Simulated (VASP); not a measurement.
A run of VASP 6.6.1 is set up as follows.

The input INCAR:

```
  PREC = Accurate
  ENCUT = 560
  EDIFF = 1E-6
  ISMEAR = -1
  SIGMA = 0.02
  LREAL = F
  LASPH = T
  NELM = 120
  ALGO = Normal
  ISIF = 2
  LWAVE = F
  LCHARG = F
  GGA = PE
  NBANDS = 16
  GGA_COMPAT = F
```

File KPOINTS:

```
Automatic mesh
0
Gamma
  10 10 10
```

Contents of POSCAR:

```
BAs
1.0
    0.0000000000      2.3440302520      2.3440302520
    2.3440302520      0.0000000000      2.3440302520
    2.3440302520      2.3440302520      0.0000000000
B As
1 1
Direct
    0.0000000000      0.0000000000      0.0000000000
    0.2500000000      0.2500000000      0.2500000000
```

Potentials or basis: VASP PAW PBE potentials, release 64 (B, As_d).

The run is started by

```bash
$ cat potpaw_PBE.64/B/POTCAR potpaw_PBE.64/As_d/POTCAR > POTCAR
$ mpirun -np 1 vasp_std > vasp.out
```

Question: What does it give for the pressure?

Answer: 11.5 GPa.

Question: Predict the band gap on the k mesh.

Answer: 1.13 eV (least direct gap 3.36 eV).

Caveat: the cell differs from its parent crystal (strain -2.0%); the cell stands under pressure. A k mesh can miss the band edges.
